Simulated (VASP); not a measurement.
# ZrN: relaxation of the atoms with PBE

ZrN:

```
CELL_PARAMETERS angstrom
0.00000 2.29936 2.29936
2.29936 0.00000 2.29936
2.29936 2.29936 0.00000
ATOMIC_POSITIONS crystal
Zr 0.00000 0.00000 0.00000
N 0.50000 0.50000 0.50000
```

```json
{
 "Program": "VASP 6.6.1",
 "Task": "relaxation of the atoms",
 "Functional": "PBE",
 "Potentials or basis": "VASP PAW PBE potentials, release 64 (Zr_sv, N)",
 "Cutoff": "520 eV",
 "k mesh": "18 × 18 × 18",
 "Occupations": "fermi-dirac, width 0.05 eV",
 "Spin": "no spin polarisation",
 "Dipole correction": "no",
 "Further INCAR settings": "ALGO = Normal; EDIFF = 1e-07; IBRION = 2; EDIFFG = -0.02; NSW = 80"
}
```

The pressure after relaxing is -0.4 GPa and the band gap on the k mesh is zero (an odd number of electrons rules out a gap without spin polarisation).

Final structure:
```cif
data_structure
_symmetry_space_group_name_H-M 'P 1'
_symmetry_Int_Tables_number 1
_cell_length_a 3.2518
_cell_length_b 3.2518
_cell_length_c 3.2518
_cell_angle_alpha 60.000
_cell_angle_beta 60.000
_cell_angle_gamma 60.000
_cell_volume 24.31
loop_
_atom_site_label
_atom_site_type_symbol
_atom_site_fract_x
_atom_site_fract_y
_atom_site_fract_z
_atom_site_occupancy
Zr1 Zr 0.00000 0.00000 0.00000 1
N1 N 0.50000 0.50000 0.50000 1
```

Levels at points of the mesh, in eV from the Fermi level:
| k point | band 7 | band 8 | band 9 | band 10 | band 11 | band 12 |
| --- | --- | --- | --- | --- | --- | --- |
| (0.00, 0.00, 0.00) | -2.64 | -2.64 | -0.39 | -0.39 | -0.39 | 1.57 |
| (0.50, 0.00, 0.00) | -5.64 | -5.64 | 2.98 | 3.05 | 3.05 | 4.71 |
| (0.50, 0.50, 0.00) | -3.44 | -3.15 | -3.15 | 3.33 | 4.47 | 4.47 |

It took 100 s on 1 thread of AMD EPYC 7R13 (shared host), peak memory 0.16 GiB.

Caveat: the relaxation stopped at its first step, so nothing moved.
